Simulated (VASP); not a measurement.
Set up this calculation in VASP 6.6.1, as the native input.

| Property | Result |
| --- | --- |
| Task | single point |
| Functional | PBE |
| Potentials or basis | VASP PAW PBE potentials, release 64 (Sb, S) |
| Cutoff | 520 eV |
| k mesh | 5 × 5 × 5 |
| Occupations | gaussian, width 0.2 eV |
| Spin | no spin polarisation |
| Dipole correction | no |
| Further INCAR settings | ALGO = Normal; EDIFF = 1e-06; NBANDS = 28 |

The structure of Sb5S2 lies in POSCAR:

```
Sb5S2
1.0
    2.0198280017      1.1661482405     14.2304514346
   -2.0198280017      1.1661482405     14.2304514346
    0.0000000000     -2.3322964810     14.2304514346
Sb S
5 2
Direct
    0.4309117213      0.4309117213      0.4309117213
    0.7127023445      0.7127023445      0.7127023445
    0.5690882787      0.5690882787      0.5690882787
    0.2872976555      0.2872976555      0.2872976555
    0.0000000000      0.0000000000      0.0000000000
    0.1292315977      0.1292315977      0.1292315977
    0.8707684023      0.8707684023      0.8707684023
```

These files were run (other wordings do the same):

INCAR

```
ALGO = Normal
EDIFF = 1E-6
ENCUT = 520
GGA = PE
ISIF = 2
ISMEAR = 0
LASPH = T
LCHARG = F
LREAL = F
LWAVE = F
NBANDS = 28
NELM = 100
PREC = Accurate
SIGMA = 0.2
```

KPOINTS

```
k-points
0
Gamma
  5 5 5
```

Potentials or basis: VASP PAW PBE potentials, release 64 (Sb, S).

The run is started by

```sh
$ cat potpaw_PBE.64/Sb/POTCAR potpaw_PBE.64/S/POTCAR > POTCAR
$ mpirun -np 1 vasp_std > vasp.out
```

Results of the run:

- Pressure: 0.5 GPa
- Largest force: 0.035 eV/Å

Caveat: the k points lie up to 0.36 Å⁻¹ apart.

Wall time 18 min on 1 thread of AMD EPYC 9R45 96-Core Processor (Zen 5), on a shared host, peak memory 1.8 GiB.
